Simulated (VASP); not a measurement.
# La (Pm-3m) in VASP: further runs

The runs below take La through single point, relaxation of cell and atoms, with PBE.

Everything below comes from runs of VASP 6.6.1. Logs are shortened: lines on timing, memory, paths and dates and some standing lists are left out, and cuts for length are marked.

## Step 1: The cell of the first run

It takes space group Pm-3m (No. 221, cubic). Conventional cell: a = 3.322 Å, b = 3.322 Å, c = 3.322 Å, α = 90.00°, β = 90.00°, γ = 90.00°. La (site symmetry m-3m) has 6 La at 3.32 Å within 4.4 Å.

This isn't the form of La at room conditions, which is double hcp.

## Step 2: Single point, PBE, collinear spin

Input file INCAR:

```
SYSTEM = La
PREC = Accurate
ENCUT = 520
EDIFF = 1E-6
ISMEAR = -1
SIGMA = 0.05
LREAL = .FALSE.
LASPH = .TRUE.
NELM = 150
ALGO = Normal
ISIF = 2
LWAVE = .FALSE.
LCHARG = .FALSE.
ISPIN = 2
MAGMOM = 1
LORBIT = 11
LMAXMIX = 6
GGA = PE
NBANDS = 16
```

Input file KPOINTS:

```
regular mesh
0
G
  16 16 16
  0 0 0
```

Input file POSCAR:

```
La
1.0
    3.3218099948      0.0000000000      0.0000000000
    0.0000000000      3.3218099948      0.0000000000
    0.0000000000      0.0000000000      3.3218099948
La
1
Direct
    0.0000000000      0.0000000000      0.0000000000
```

Potentials or basis: VASP PAW PBE potentials, release 64 (La).

Command:

```bash
$ cat potpaw_PBE.64/La/POTCAR > POTCAR
$ mpirun -np 1 vasp_std > vasp.out
```

OUTCAR:

```text
SYSTEM = La
   PREC = Accurate
   ENCUT = 520
   EDIFF = 1E-6
   ISMEAR = -1
   LREAL = .FALSE.
   LASPH = .TRUE.
   NELM = 150
   ISIF = 2
   ISPIN = 2
   LORBIT = 11
   GGA = PE

 ion  position               nearest neighbor table
   1  0.000  0.000  0.000-

  LATTYP: Found a simple cubic cell.
 ALAT       =     3.3218099948

  Lattice vectors:

 A1 = (   3.3218099948,   0.0000000000,   0.0000000000)
 A2 = (   0.0000000000,   3.3218099948,   0.0000000000)
 A3 = (   0.0000000000,   0.0000000000,   3.3218099948)

Analysis of symmetry for initial positions (statically):
=====================================================================
 Subroutine PRICEL returns:
 Original cell was already a primitive cell.

 Routine SETGRP: Setting up the symmetry group for a
 simple cubic supercell.

 Subroutine GETGRP returns: Found 48 space group operations
 (whereof 48 operations were pure point group operations)
 out of a pool of 48 trial point group operations.

The static configuration has the point symmetry O_h .

Analysis of symmetry for dynamics (positions and initial velocities):
=====================================================================
 Subroutine PRICEL returns:
 Original cell was already a primitive cell.

 Routine SETGRP: Setting up the symmetry group for a
 simple cubic supercell.

 Subroutine GETGRP returns: Found 48 space group operations
 (whereof 48 operations were pure point group operations)
 out of a pool of 48 trial point group operations.

The dynamic configuration has the point symmetry O_h .

Analysis of structural, dynamic, and magnetic symmetry:
=====================================================================
 Subroutine PRICEL returns:
 Original cell was already a primitive cell.

 Routine SETGRP: Setting up the symmetry group for a
 simple cubic supercell.

 Subroutine GETGRP returns: Found 48 space group operations
 (whereof 48 operations were pure point group operations)
 out of a pool of 48 trial point group operations.

The overall configuration has the point symmetry O_h .

 Subroutine INISYM returns: Found 48 space group operations
 (whereof 48 operations are pure point group operations),
 and found     1 'primitive' translations

----------------------------------------------------------------------------------------

                                     Primitive cell

  volume of cell :      36.6543

  direct lattice vectors                    reciprocal lattice vectors
     3.321809995  0.000000000  0.000000000     0.301040698  0.000000000  0.000000000
     0.000000000  3.321809995  0.000000000     0.000000000  0.301040698  0.000000000
     0.000000000  0.000000000  3.321809995     0.000000000  0.000000000  0.301040698

  length of vectors
     3.321809995  3.321809995  3.321809995     0.301040698  0.301040698  0.301040698

  position of ions in fractional coordinates (direct lattice)
     0.000000000  0.000000000  0.000000000

  ion indices of the primitive-cell ions
   primitive index   ion index
                 1           1

----------------------------------------------------------------------------------------

 KPOINTS: regular mesh

Automatic generation of k-mesh.
 Grid dimensions read from file:
 generate k-points for:   16   16   16

 Generating k-lattice:

  Cartesian coordinates                     Fractional coordinates (reciprocal lattice)
     0.018815044  0.000000000  0.000000000     0.062500000  0.000000000  0.000000000
     0.000000000  0.018815044  0.000000000     0.000000000  0.062500000  0.000000000
     0.000000000  0.000000000  0.018815044     0.000000000  0.000000000  0.062500000

  Length of vectors
     0.018815044  0.018815044  0.018815044

  Shift w.r.t. Gamma in fractional coordinates (k-lattice)
     0.000000000  0.000000000  0.000000000

 Subroutine IBZKPT returns following result:
 ===========================================

 Found    165 irreducible k-points:

 Following reciprocal coordinates:
            Coordinates               Weight
  0.000000  0.000000  0.000000      1.000000
  0.062500  0.000000  0.000000      6.000000
  0.125000  0.000000  0.000000      6.000000
  0.187500  0.000000  0.000000      6.000000
  0.250000  0.000000  0.000000      6.000000
  0.312500  0.000000  0.000000      6.000000
[... 16 lines left out ...]
  0.437500  0.125000  0.000000     24.000000
  0.500000  0.125000  0.000000     12.000000
 [... further k-points ...]
   k-points           NKPTS =    165   k-points in BZ     NKDIM =    165   number of bands    NBANDS=     16
   number of dos      NEDOS =    301   number of ions     NIONS =      1
   total plane-waves  NPLWV =  21952
   dimension x,y,z NGX =    28 NGY =   28 NGZ =   28
   dimension x,y,z NGXF=    56 NGYF=   56 NGZF=   56
   ions per type =               1
   NGX,Y,Z   is equivalent  to a cutoff of  14.01, 14.01, 14.01 a.u.
   NGXF,Y,Z  is equivalent  to a cutoff of  28.03, 28.03, 28.03 a.u.
 SYSTEM =  La
   PREC   = accura    normal or accurate (medium, high low for compatibility)
   ISTART =      0    job   : 0-new  1-cont  2-samecut
   ICHARG =      2    charge: 1-file 2-atom 10-const
   ISPIN  =      2    spin polarized calculation?
   LNONCOLLINEAR =      F non collinear calculations
   LSORBIT =      F    spin-orbit coupling
   LASPH  =      T    aspherical Exc in radial PAW
   ENCUT  =  520.0 eV  38.22 Ry    6.18 a.u.   6.18  6.18  6.18*2*pi/ulx,y,z
   NELM   =    150;   NELMIN=  2; NELMDL= -5     # of ELM steps
   EDIFF  = 0.1E-05   stopping-criterion for ELM
   LREAL  =      F    real-space projection
   EDIFFG = 0.1E-04   stopping-criterion for IOM
   NSW    =      0    number of steps for IOM
   IBRION =     -1    ionic relax: 0-MD 1-quasi-New 2-CG
   NFREE  =      0    steps in history (QN), initial steepest desc. (CG)
   ISIF   =      2    stress and relaxation
   ISYM   =      2    0-nonsym 1-usesym 2-fastsym
   POTIM  = 0.5000    time-step for ionic-motion
   TEBEG  =    0.0;   TEEND  =   0.0 temperature during run
   PSTRESS=    0.0 pullay stress
   NELECT =      11.0000    total number of electrons
   NUPDOWN=      -1.0000    fix difference up-down
   EMIN   =  10.00;   EMAX   =-10.00  energy-range for DOS
   EFERMI =   0.00;   METHOD = LEGACY
   ISMEAR =    -1;   SIGMA  =   0.05  broadening in eV -4-tet -1-fermi 0-gaus
   EFERMI_NEDOS =   21; number of points for ismear=-14 and -15
   IALGO  =     38    algorithm
   IMIX   =      4    mixing-type and parameters
     AMIX     =   0.40;   BMIX     =  1.00
     AMIX_MAG =   1.60;   BMIX_MAG =  1.00
  volume/ion in A,a.u.               =      36.65       247.36
  Fermi-wavevector in a.u.,A,eV,Ry     =   1.096051  2.071237 16.345070  1.201329
  Thomas-Fermi vector in A             =   2.232386
   LORBIT       =     11    0 simple, 1 ext, 2 COOP (PROOUT), +10 PAW based schemes
   GGA     = PE    functional components
   LHFCALC =     F    Hartree Fock is set to
   AEXX    =    0.0000 exact exchange contribution
   IVDW    =     0    specifies the selected vdW correction
   LEPSILON=     F    determine dielectric tensor
   LRPA    =     F    only Hartree local field effects (RPA)
 spin polarized calculation
  energy-cutoff  :      520.00
  volume of cell :       36.65
 maximum number of plane-waves:      1021
 NGX is ok and might be reduce to    28
   NGX = 13   NGY = 13   NGZ = 13

 number of electron      10.9999998 magnetization       0.0033973

 Free energy of the ion-electron system (eV)
  ---------------------------------------------------
  ext. energy  EPLUGINS =         0.00000000
  ---------------------------------------------------
  free energy    TOTEN  =        -4.38801890 eV

  energy without entropy =       -4.36896350  energy(sigma->0) =       -4.37849120

 E-fermi :   7.8501     XC(G=0):  -9.5570

 val. band max:        7.8491604691   @ k =   0.3750   0.1875   0.0625
 cond. band min:       7.8539379917   @ k =   0.1875   0.0000   0.0000
 fundamental gap:      0.0047775227
 Fermi energy:         7.8500992972

 spin component 1

 k-point     1 :       0.0000    0.0000    0.0000
  band No.  band energies     occupation
      1     -25.2542      1.00000
      2      -7.9673      1.00000
      3      -7.9673      1.00000
      4      -7.9673      1.00000
      5       5.0031      1.00000
      6       6.7287      1.00000
[... 8 lines left out ...]
     15      14.3794      0.00000
     16      14.3794      0.00000

 k-point     2 :       0.0625    0.0000    0.0000
  band No.  band energies     occupation
      1     -25.2454      1.00000
      2      -8.0542      1.00000
      3      -7.9600      1.00000
      4      -7.9600      1.00000
      5       5.0995      1.00000
      6       6.7531      1.00000
[... 8 lines left out ...]
     15      14.1730      0.00000
     16      14.1730      0.00000

 k-point     3 :       0.1250    0.0000    0.0000
  band No.  band energies     occupation
      1     -25.2203      1.00000
      2      -8.2935      1.00000
      3      -7.9391      1.00000
      4      -7.9391      1.00000
      5       5.3481      1.00000
      6       6.8248      1.00000
[... 8 lines left out ...]
     15      13.6591      0.00000
     16      13.6591      0.00000
[... 362 lines left out ...]
 k-point    23 :       0.4375    0.1250    0.0000
  band No.  band energies     occupation
      1     -24.9913      1.00000
      2      -9.7796      1.00000
      3      -8.0818      1.00000
      4      -7.7508      1.00000
      5       7.3173      0.99998
      6       7.9158      0.21189
[... 8 lines left out ...]
     15      11.0313      0.00000
     16      11.8826      0.00000

 k-point    24 :       0.5000    0.1250    0.0000
  band No.  band energies     occupation
      1     -24.9818      1.00000
      2      -9.8420      1.00000
      3      -8.0732      1.00000
      4      -7.7432      1.00000
      5       7.4638      0.99956
      6       8.0702      0.01211
[... 8 lines left out ...]
     15      10.8745      0.00000
     16      11.9431      0.00000

 [... further k-points ...]

 spin component 2

 k-point     1 :       0.0000    0.0000    0.0000
  band No.  band energies     occupation
      1     -25.2535      1.00000
      2      -7.9662      1.00000
      3      -7.9662      1.00000
      4      -7.9662      1.00000
      5       5.0045      1.00000
      6       6.7323      1.00000
[... 8 lines left out ...]
     15      14.3804      0.00000
     16      14.3804      0.00000

 k-point     2 :       0.0625    0.0000    0.0000
  band No.  band energies     occupation
      1     -25.2447      1.00000
      2      -8.0530      1.00000
      3      -7.9589      1.00000
      4      -7.9589      1.00000
      5       5.1009      1.00000
      6       6.7568      1.00000
[... 8 lines left out ...]
     15      14.1740      0.00000
     16      14.1740      0.00000

 k-point     3 :       0.1250    0.0000    0.0000
  band No.  band energies     occupation
      1     -25.2196      1.00000
      2      -8.2923      1.00000
      3      -7.9379      1.00000
      4      -7.9379      1.00000
      5       5.3495      1.00000
      6       6.8284      1.00000
[... 8 lines left out ...]
     15      13.6601      0.00000
     16      13.6601      0.00000
[... 362 lines left out ...]
 k-point    23 :       0.4375    0.1250    0.0000
  band No.  band energies     occupation
      1     -24.9906      1.00000
      2      -9.7780      1.00000
      3      -8.0806      1.00000
      4      -7.7497      1.00000
      5       7.3198      0.99998
      6       7.9186      0.20275
[... 8 lines left out ...]
     15      11.0325      0.00000
     16      11.8838      0.00000

 k-point    24 :       0.5000    0.1250    0.0000
  band No.  band energies     occupation
      1     -24.9812      1.00000
      2      -9.8404      1.00000
      3      -8.0719      1.00000
      4      -7.7420      1.00000
      5       7.4667      0.99953
      6       8.0712      0.01186
[... 8 lines left out ...]
     15      10.8758      0.00000
     16      11.9442      0.00000

 [... further k-points ...]

------------------------ aborting loop because EDIFF is reached ----------------------------------------

  FORCE on cell =-STRESS in cart. coord.  units (eV):
  Direction    XX          YY          ZZ          XY          YZ          ZX
  --------------------------------------------------------------------------------------
  -------------------------------------------------------------------------------------
  Total        0.0072992      0.0072992      0.0072992     -0.0000000     -0.0000000      0.0000000
  in kB        0.3190538      0.3190538      0.3190538     -0.0000000     -0.0000000      0.0000000
  external PRESSURE =       0.3190538 kB  Pullay stress =       0.0000000 kB

 VOLUME and BASIS-vectors are now :
 -----------------------------------------------------------------------------
  energy-cutoff  :      520.00
  volume of cell :       36.65
      direct lattice vectors                 reciprocal lattice vectors
     3.321809995  0.000000000  0.000000000     0.301040698  0.000000000  0.000000000
     0.000000000  3.321809995  0.000000000     0.000000000  0.301040698  0.000000000
     0.000000000  0.000000000  3.321809995     0.000000000  0.000000000  0.301040698

 POSITION                                       TOTAL-FORCE (eV/Angst)
 -----------------------------------------------------------------------------------
      0.00000      0.00000      0.00000         0.000000      0.000000      0.000000
 -----------------------------------------------------------------------------------
    total drift:                                0.000000      0.000000      0.000000

  FREE ENERGIE OF THE ION-ELECTRON SYSTEM (eV)
  ---------------------------------------------------
  free  energy   TOTEN  =        -4.3880189023 eV

  energy  without entropy=       -4.3689635042  energy(sigma->0) =       -4.37849120

 total charge

# of ion       s       p       d       f       tot
--------------------------------------------------
    1        2.044   5.539   1.022   0.116   8.720

 magnetization (x)

# of ion       s       p       d       f       tot
--------------------------------------------------
    1        0.000   0.000   0.001   0.000   0.002
```

It took 3.3 min on 1 thread of AMD EPYC 7R13 (Zen 3), shared host; peak memory 0.27 GiB.

What came out:

```
Free energy                                           : -4.3880 eV
Pressure                                              : 0.0 GPa
Net moment                                            : 0.00 μB per cell
Valence electrons inside the program's atomic spheres : La 8.72
```

Caveat: spin-orbit coupling is left out, which moves the levels of the heavy elements.

## Step 3: Single point, PBE

This run uses another cell than the first one, of 36.82 Å³/atom.

Input file INCAR:

```
PREC     = Accurate       # precision mode
ENCUT    = 520            # plane-wave cutoff, eV
EDIFF    = 1E-6           # SCF threshold, eV
ISMEAR   = -1             # smearing method
SIGMA    = 0.1            # smearing width, eV
LREAL    = False          # projectors in reciprocal space
LASPH    = True           # aspherical terms in the spheres
NELM     = 100            # most SCF steps
ALGO     = Normal         # electronic algorithm
ISIF     = 2              # what is computed and relaxed
LWAVE    = False          # write WAVECAR
LCHARG   = True           # write CHGCAR
GGA      = PE             # functional
LELF     = True           # ELF
LVHAR    = True         
NBANDS   = 12             # bands
```

Input file KPOINTS:

```
Automatic mesh
0
Gamma
  9 9 9
```

Input file POSCAR:

```
La
1.0
    3.3268704348      0.0000000000      0.0000000000
    0.0000000000      3.3268704348      0.0000000000
    0.0000000000      0.0000000000      3.3268704348
La
1
Direct
    0.0000000000      0.0000000000      0.0000000000
```

Potentials or basis: VASP PAW PBE potentials, release 64 (La).

Command:

```bash
$ cat potpaw_PBE.64/La/POTCAR > POTCAR
$ mpirun -np 1 vasp_std > vasp.out
```

It took 13 s on 1 thread of Intel Xeon Platinum 8488C (Sapphire Rapids), shared host; peak memory 0.17 GiB.

It converged, with:

```yaml
Free_energy: -4.4202 eV
Pressure: 0.0 GPa
Band_gap_on_the_k_mesh: zero (an odd number of electrons rules out a gap without spin polarisation)
```

Levels at points of the mesh, in eV from the Fermi level:
| k point | band 2 | band 3 | band 4 | band 5 | band 6 | band 7 | band 8 | band 9 | band 10 | band 11 |
| --- | --- | --- | --- | --- | --- | --- | --- | --- | --- | --- |
| (0.00, 0.00, 0.00) | -15.85 | -15.85 | -15.85 | -2.87 | -1.13 | -1.13 | 1.87 | 1.87 | 1.87 | 2.07 |

Caveat: spin-orbit coupling is left out, which moves the levels of the heavy elements.

## Step 4: Relaxation of cell and atoms, PBE

This run uses another cell than the first one, of 40.41 Å³/atom.

Input file INCAR:

```
  PREC = Accurate
  ENCUT = 600
  EDIFF = 1E-6
  ISMEAR = -1
  SIGMA = 0.1
  LREAL = False
  LASPH = True
  NELM = 80
  ALGO = Normal
  ISIF = 3
  LWAVE = False
  LCHARG = False
  GGA = PE
  IBRION = 2
  NSW = 80
  EDIFFG = -0.01
```

KPOINTS is that of step 3.

Input file POSCAR:

```
La
1.0
    3.4315615435      0.0000000000      0.0000000000
    0.0000000000      3.4315615435      0.0000000000
    0.0000000000      0.0000000000      3.4315615435
La
1
Direct
    0.0000000000      0.0000000000      0.0000000000
```

Command:

```bash
$ cat potpaw_PBE.64/La/POTCAR > POTCAR
$ mpirun -np 1 vasp_std > vasp.out
```

It took 25 s on 1 thread of Intel Xeon Platinum 8488C (Sapphire Rapids), shared host; peak memory 0.18 GiB.

It converged, with:

```
Free energy                           : -4.4213 eV
Relaxed volume                        : 36.86 Å³/atom
Relaxed cell                          : a = 3.328 Å, b = 3.328 Å, c = 3.328 Å, α = 90.00°, β = 90.00°, γ = 90.00°
Space group after relaxing (to 0.1 Å) : Pm-3m (No. 221)
Energy gained by relaxing             : 22.2 meV/atom
Ionic steps                           : 3
Pressure after relaxing               : 0.0 GPa
Band gap on the k mesh                : zero (an odd number of electrons rules out a gap without spin polarisation)
```

The path:
| step | energy change (eV) | largest force (eV/Å) | pressure (GPa) | volume (Å³) |
| --- | --- | --- | --- | --- |
| 1 | 0.0000 | 0.0000 | -1.86 | 40.41 |
| 2 | -0.0207 | 0.0000 | -0.55 | 37.73 |
| 3 | -0.0222 | 0.0000 | 0.01 | 36.86 |

Final structure:
```
CELL_PARAMETERS angstrom
3.32801 0.00000 0.00000
0.00000 3.32801 0.00000
0.00000 0.00000 3.32801
ATOMIC_POSITIONS crystal
La 0.00000 0.00000 0.00000
```

Levels at points of the mesh, in eV from the Fermi level:
```
           k point  band 2  band 3  band 4  band 5  band 6  band 7  band 8  band 9
(0.00, 0.00, 0.00)  -15.85  -15.85  -15.85   -2.87   -1.13   -1.13    1.86    1.86
```

Caveat: spin-orbit coupling is left out, which moves the levels of the heavy elements.

## Step 5: Overview

```tsv
task	spin	cell	k mesh	cutoff (eV)	smearing	gap on the mesh (eV)	pressure (GPa)
single point	collinear	a = 3.322 Å, 1 atom	16 × 16 × 16	520	fermi-dirac 0.05 eV	none	0.0
single point	off	a = 3.327 Å, 1 atom	9 × 9 × 9	520	fermi-dirac 0.1 eV	none	0.0
relaxation of cell and atoms	off	relaxed from a = 3.432 Å, 1 atom	9 × 9 × 9	600	fermi-dirac 0.1 eV	none	0.0
```

Alike in all rows: level PBE; potentials or basis VASP PAW PBE potentials, release 64 (La).

Caveats: spin-orbit coupling is left out, which moves the levels of the heavy elements.

Total energies depend on the potentials used, so only differences within one code and one set of settings carry meaning.
